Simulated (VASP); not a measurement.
# SiC (F-43m) in VASP: a series of runs

SiC is run at these levels: PBE; tasks: single point.

Program: VASP 6.6.1. These are calculated values, not measurements. Logs are shortened: lines on timing, memory, paths and dates and some standing lists are left out, and cuts for length are marked.

### Step 1. The cell of the first run

Symmetry: F-43m, No. 216, cubic system. The conventional cell has a = 4.356 Å, b = 4.356 Å, c = 4.356 Å, α = 90.00°, β = 90.00°, γ = 90.00°. Within 2.5 Å of Si (site symmetry -43m) lie 4 C at 1.89 Å. Within 2.5 Å of C (site symmetry -43m) lie 4 Si at 1.89 Å.

### Step 2. Single point, PBE

INCAR

```
SYSTEM = SiC
PREC = Accurate
ENCUT = 520
EDIFF = 1E-7
ISMEAR = -1
SIGMA = 0.02
LREAL = .False.
LASPH = .True.
NELM = 100
ALGO = Normal
ISIF = 2
LWAVE = .False.
LCHARG = .False.
GGA = PE
NBANDS = 11
```

KPOINTS

```
regular mesh
0
Gamma
  10 10 10
  0 0 0
```

POSCAR

```
SiC
1.0
    0.0000000000      2.1780523450      2.1780523450
    2.1780523450      0.0000000000      2.1780523450
    2.1780523450      2.1780523450      0.0000000000
Si C
1 1
Direct
    0.0000000000      0.0000000000      0.0000000000
    0.2500000000      0.2500000000      0.2500000000
```

Potentials or basis: VASP PAW PBE potentials, release 64 (Si, C).

On the command line:

```
> cat potpaw_PBE.64/Si/POTCAR potpaw_PBE.64/C/POTCAR > POTCAR
> mpirun -np 1 vasp_std > vasp.out
```

OUTCAR:

```text
SYSTEM = SiC
   PREC = Accurate
   ENCUT = 520
   EDIFF = 1E-7
   ISMEAR = -1
   LREAL = .False.
   LASPH = .True.
   NELM = 100
   ISIF = 2
   GGA = PE

 ion  position               nearest neighbor table
   1  0.000  0.000  0.000-   2 1.89   2 1.89   2 1.89   2 1.89
   2  0.250  0.250  0.250-   1 1.89   1 1.89   1 1.89   1 1.89

  LATTYP: Found a face centered cubic cell.
 ALAT       =     4.3561046900

  Lattice vectors:

 A1 = (   0.0000000000,   2.1780523450,   2.1780523450)
 A2 = (   2.1780523450,   0.0000000000,   2.1780523450)
 A3 = (   2.1780523450,   2.1780523450,   0.0000000000)

Analysis of symmetry for initial positions (statically):
=====================================================================
 Subroutine PRICEL returns:
 Original cell was already a primitive cell.

 Routine SETGRP: Setting up the symmetry group for a
 face centered cubic supercell.

 Subroutine GETGRP returns: Found 24 space group operations
 (whereof 24 operations were pure point group operations)
 out of a pool of 48 trial point group operations.

The static configuration has the point symmetry T_d .

Analysis of symmetry for dynamics (positions and initial velocities):
=====================================================================
 Subroutine PRICEL returns:
 Original cell was already a primitive cell.

 Routine SETGRP: Setting up the symmetry group for a
 face centered cubic supercell.

 Subroutine GETGRP returns: Found 24 space group operations
 (whereof 24 operations were pure point group operations)
 out of a pool of 48 trial point group operations.

The dynamic configuration has the point symmetry T_d .

 Subroutine INISYM returns: Found 24 space group operations
 (whereof 24 operations are pure point group operations),
 and found     1 'primitive' translations

----------------------------------------------------------------------------------------

                                     Primitive cell

  volume of cell :      20.6650

  direct lattice vectors                    reciprocal lattice vectors
     0.000000000  2.178052345  2.178052345    -0.229562894  0.229562894  0.229562894
     2.178052345  0.000000000  2.178052345     0.229562894 -0.229562894  0.229562894
     2.178052345  2.178052345  0.000000000     0.229562894  0.229562894 -0.229562894

  length of vectors
[... 87 lines left out ...]
   NFREE  =      0    steps in history (QN), initial steepest desc. (CG)
   ISIF   =      2    stress and relaxation
   ISYM   =      2    0-nonsym 1-usesym 2-fastsym
   POTIM  = 0.5000    time-step for ionic-motion
   TEBEG  =    0.0;   TEEND  =   0.0 temperature during run
   PSTRESS=    0.0 pullay stress
   NELECT =       8.0000    total number of electrons
   NUPDOWN=      -1.0000    fix difference up-down
   EMIN   =  10.00;   EMAX   =-10.00  energy-range for DOS
   EFERMI =   0.00;   METHOD = LEGACY
   ISMEAR =    -1;   SIGMA  =   0.02  broadening in eV -4-tet -1-fermi 0-gaus
   EFERMI_NEDOS =   21; number of points for ismear=-14 and -15
   IALGO  =     38    algorithm
   IMIX   =      4    mixing-type and parameters
     AMIX     =   0.40;   BMIX     =  1.00
     AMIX_MAG =   1.60;   BMIX_MAG =  1.00
  volume/ion in A,a.u.               =      10.33        69.73
  Fermi-wavevector in a.u.,A,eV,Ry     =   1.193145  2.254717 19.369182  1.423595
  Thomas-Fermi vector in A             =   2.329166
   LORBIT       =      0    0 simple, 1 ext, 2 COOP (PROOUT), +10 PAW based schemes
   GGA     = PE    functional components
   LHFCALC =     F    Hartree Fock is set to
   AEXX    =    0.0000 exact exchange contribution
   IVDW    =     0    specifies the selected vdW correction
   LEPSILON=     F    determine dielectric tensor
   LRPA    =     F    only Hartree local field effects (RPA)
 non-spin polarized calculation
  energy-cutoff  :      520.00
  volume of cell :       20.66
 maximum number of plane-waves:       568
   NGX = 11   NGY = 11   NGZ = 11

 number of electron       8.0000001 magnetization

 Free energy of the ion-electron system (eV)
  ---------------------------------------------------
  ext. energy  EPLUGINS =         0.00000000
  ---------------------------------------------------
  free energy    TOTEN  =       -15.05714111 eV

  energy without entropy =      -15.05714111  energy(sigma->0) =      -15.05714111

 E-fermi :   8.5709     XC(G=0): -11.3619

 val. band max:        8.1216041455   @ k =   0.0000   0.0000   0.0000
 cond. band min:       9.4773589162   @ k =   0.5000   0.5000   0.0000
 fundamental gap:      1.3557547708
 Fermi energy:         8.5708734717

 k-point     1 :       0.0000    0.0000    0.0000
  band No.  band energies     occupation
      1      -7.2919      2.00000
      2       8.1216      2.00000
      3       8.1216      2.00000
      4       8.1216      2.00000
      5      14.3709      0.00000
      6      15.4381      0.00000
      7      15.4381      0.00000
      8      15.4381      0.00000
      9      22.6358      0.00000
     10      22.6358      0.00000
     11      24.6227      0.00000
[... 309 lines left out ...]
 k-point    24 :       0.4000    0.3000    0.0000
  band No.  band energies     occupation
      1      -4.1474      2.00000
      2       2.5402      2.00000
      3       4.9679      2.00000
      4       5.4951      2.00000
      5      10.9924      0.00000
      6      13.7517      0.00000
      7      19.7579      0.00000
      8      20.0664      0.00000
      9      21.9060      0.00000
     10      26.2108      0.00000
     11      29.4019      0.00000

 [... further k-points ...]

------------------------ aborting loop because EDIFF is reached ----------------------------------------

  FORCE on cell =-STRESS in cart. coord.  units (eV):
  Direction    XX          YY          ZZ          XY          YZ          ZX
  --------------------------------------------------------------------------------------
  -------------------------------------------------------------------------------------
  Total        0.4521818      0.4521818      0.4521818      0.0000000     -0.0000000      0.0000000
  in kB       35.0581248     35.0581248     35.0581248      0.0000000     -0.0000000      0.0000000
  external PRESSURE =      35.0581248 kB  Pullay stress =       0.0000000 kB

 VOLUME and BASIS-vectors are now :
 -----------------------------------------------------------------------------
  energy-cutoff  :      520.00
  volume of cell :       20.66
      direct lattice vectors                 reciprocal lattice vectors
     0.000000000  2.178052345  2.178052345    -0.229562894  0.229562894  0.229562894
     2.178052345  0.000000000  2.178052345     0.229562894 -0.229562894  0.229562894
     2.178052345  2.178052345  0.000000000     0.229562894  0.229562894 -0.229562894

 POSITION                                       TOTAL-FORCE (eV/Angst)
 -----------------------------------------------------------------------------------
      0.00000      0.00000      0.00000         0.000000      0.000000      0.000000
      1.08903      1.08903      1.08903        -0.000000     -0.000000     -0.000000
 -----------------------------------------------------------------------------------
    total drift:                                0.000000      0.000000      0.000000

  FREE ENERGIE OF THE ION-ELECTRON SYSTEM (eV)
  ---------------------------------------------------
  free  energy   TOTEN  =       -15.0571411133 eV

  energy  without entropy=      -15.0571411133  energy(sigma->0) =      -15.05714111
```

OSZICAR:

```text
N       E                     dE             d eps       ncg     rms          rms(c)
DAV:   1     0.284984856902E+01    0.28498E+01   -0.41119E+03  1082   0.623E+02
DAV:   2    -0.163748862975E+02   -0.19225E+02   -0.18505E+02  1339   0.109E+02
DAV:   3    -0.169137514151E+02   -0.53887E+00   -0.53807E+00  1280   0.151E+01
DAV:   4    -0.169157626786E+02   -0.20113E-02   -0.20112E-02  1177   0.119E+00
DAV:   5    -0.169157717092E+02   -0.90307E-05   -0.90306E-05  1290   0.740E-02    0.882E+00
DAV:   6    -0.151144827974E+02    0.18013E+01   -0.64948E+00  1151   0.114E+01    0.392E+00
DAV:   7    -0.150646752991E+02    0.49807E-01   -0.38820E-01  1229   0.356E+00    0.179E+00
DAV:   8    -0.150569308915E+02    0.77444E-02   -0.20448E-02  1175   0.950E-01    0.172E-01
DAV:   9    -0.150570279172E+02   -0.97026E-04   -0.16650E-03  1255   0.232E-01    0.113E-01
DAV:  10    -0.150571384378E+02   -0.11052E-03   -0.24123E-04  1175   0.943E-02    0.266E-02
DAV:  11    -0.150571406752E+02   -0.22375E-05   -0.42981E-05  1232   0.341E-02    0.704E-03
DAV:  12    -0.150571410850E+02   -0.40978E-06   -0.20213E-06  1181   0.845E-03    0.114E-03
DAV:  13    -0.150571411133E+02   -0.28276E-07   -0.98513E-08  1098   0.213E-03
   1 F= -.15057141E+02 E0= -.15057141E+02  d E =-.538969E-12
```

stdout:

```text
POSCAR found type information on POSCAR SiC
 POSCAR found :  2 types and       2 ions
 scaLAPACK will be used
 LDA part: xc-table for (Slater+PW92), standard interpolation
 POSCAR, INCAR and KPOINTS ok, starting setup
 FFT: planning ... GRIDC
 FFT: planning ... GRID_SOFT
 FFT: planning ... GRID
 WAVECAR not read
 entering main loop
```

Run time: 5 s. Hardware: 1 thread of Intel Xeon 6975P-C, shared host; peak memory 0.14 GiB.

What came out:

| Property | Result |
| --- | --- |
| Free energy | -15.0571 eV |
| Pressure | 3.5 GPa |
| Band gap on the k mesh | 1.36 eV, indirect (least direct gap 4.54 eV) |

Levels at points of the mesh, in eV from the valence-band top:
```tsv
k point	band 1	band 2	band 3	band 4	band 5	band 6	band 7	band 8	band 9
(0.00, 0.00, 0.00)	-15.41	0.00	0.00	0.00	6.25	7.32	7.32	7.32	14.51
(0.50, 0.00, 0.00)	-11.84	-8.54	-1.05	-1.05	5.45	7.23	7.23	10.06	16.21
(0.50, 0.50, 0.00)	-10.39	-7.80	-3.19	-3.19	1.36	4.33	14.05	14.05	14.80
```

### Step 3. Single point, PBE (strain +4.0%)

INCAR

```
ALGO = Normal ; EDIFF = 1E-7
ENCUT = 520 ; GGA = PE
ISIF = 2 ; ISMEAR = -1
LASPH = T ; LCHARG = T
LELF = T ; LREAL = F
LVHAR = T ; LWAVE = F
NBANDS = 11 ; NELM = 60
PREC = Accurate ; SIGMA = 0.02
```

KPOINTS

```
k-points
0
Gamma
  10 10 10
```

POSCAR

```
SiC
1.0
    0.0000000000      2.2651744388      2.2651744388
    2.2651744388      0.0000000000      2.2651744388
    2.2651744388      2.2651744388      0.0000000000
Si C
1 1
Direct
    0.0000000000      0.0000000000      0.0000000000
    0.2500000000      0.2500000000      0.2500000000
```

Potentials or basis: VASP PAW PBE potentials, release 64 (Si, C).

On the command line:

```
> cat potpaw_PBE.64/Si/POTCAR potpaw_PBE.64/C/POTCAR > POTCAR
> mpirun -np 1 vasp_std > vasp.out
```

Wall time 4.9 s (1 thread of Intel Xeon 6975P-C, shared host); peak memory 0.14 GiB.

It converged, with:

```
Free energy            : -14.9268 eV
Pressure               : -17.6 GPa
Band gap on the k mesh : 1.45 eV, indirect (least direct gap 4.41 eV)
```

Levels at points of the mesh, in eV from the valence-band top:
| k point | band 1 | band 2 | band 3 | band 4 | band 5 | band 6 | band 7 | band 8 |
| --- | --- | --- | --- | --- | --- | --- | --- | --- |
| (0.00, 0.00, 0.00) | -14.52 | 0.00 | 0.00 | 0.00 | 4.89 | 6.55 | 6.55 | 6.55 |
| (0.50, 0.00, 0.00) | -11.37 | -7.92 | -1.02 | -1.02 | 4.41 | 6.77 | 6.77 | 9.41 |
| (0.50, 0.50, 0.00) | -10.03 | -7.45 | -2.96 | -2.96 | 1.45 | 3.93 | 12.71 | 12.71 |

Caveat: the cell differs from its parent crystal (strain +4.0%). A k mesh can miss the band edges.
